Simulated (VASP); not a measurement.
Input of a VASP 6.6.1 run:

INCAR

```
PREC     = Accurate       # precision mode
ENCUT    = 600            # plane-wave cutoff, eV
EDIFF    = 1E-7           # SCF threshold, eV
ISMEAR   = 0              # smearing method
SIGMA    = 0.1            # smearing width, eV
LREAL    = F              # projectors in reciprocal space
LASPH    = T              # aspherical terms in the spheres
NELM     = 120            # most SCF steps
ALGO     = Normal         # electronic algorithm
ISIF     = 4              # what is computed and relaxed
LWAVE    = F              # write WAVECAR
LCHARG   = F              # write CHGCAR
GGA      = PE             # functional
IBRION   = 2              # ionic algorithm
NSW      = 50             # ionic steps
EDIFFG   = -0.01          # ionic threshold
GGA_COMPAT= F            
NELMIN   = 4
```

The input KPOINTS:

```
regular mesh
0
Gamma
  6 6 4
```

The input POSCAR:

```
MgZnS
1.0
    5.0079145636      0.0000000000      0.0000000000
    0.0000000000      5.0079145636      0.0000000000
    0.0000000000      0.0000000000      8.0315301967
Mg Zn S
4 4 4
Direct
    0.2508757836      0.7508757836      0.3322416665
    0.7491242164      0.2491242164      0.3322416665
    0.7508757836      0.7491242164      0.6677583335
    0.2491242164      0.2508757836      0.6677583335
    0.3155291754      0.1844708246      0.0336398367
    0.6844708246      0.8155291754      0.0336398367
    0.8155291754      0.3155291754      0.9663601633
    0.1844708246      0.6844708246      0.9663601633
    0.2488432313      0.2511567687      0.3399403232
    0.7511567687      0.7488432313      0.3399403232
    0.2511567687      0.7511567687      0.6600596768
    0.7488432313      0.2488432313      0.6600596768
```

Potentials or basis: VASP PAW PBE potentials, release 64 (Mg, Zn, S).

Run with:

```console
$ cat potpaw_PBE.64/Mg/POTCAR potpaw_PBE.64/Zn/POTCAR potpaw_PBE.64/S/POTCAR > POTCAR
$ mpirun -np 1 vasp_std > vasp.out
```

**Question.** Predict the band gap on the k mesh.

**Answer.** Zero (bands 40 and 41 overlap by 0.83 eV).

The path:
| step | energy change (eV) | largest force (eV/Å) | pressure (GPa) | volume (Å³) |
| --- | --- | --- | --- | --- |
| 1 | 0.0000 | 0.0471 | 4.29 | 201.42 |
| 2 | -0.0015 | 0.0442 | 4.23 | 201.42 |
| 3 | -0.0020 | 0.0409 | 4.17 | 201.42 |
| 4 | -0.0020 | 0.0414 | 4.18 | 201.42 |
| 5 | -0.0025 | 0.0341 | 4.16 | 201.42 |
| 6 | -0.0035 | 0.0257 | 4.12 | 201.42 |
| 7 | -0.0036 | 0.0314 | 4.10 | 201.42 |
| 8 | -0.0040 | 0.0133 | 4.09 | 201.42 |
| 9 | -0.0040 | 0.0101 | 4.08 | 201.42 |
| 10 | -0.0040 | 0.0051 | 4.08 | 201.42 |
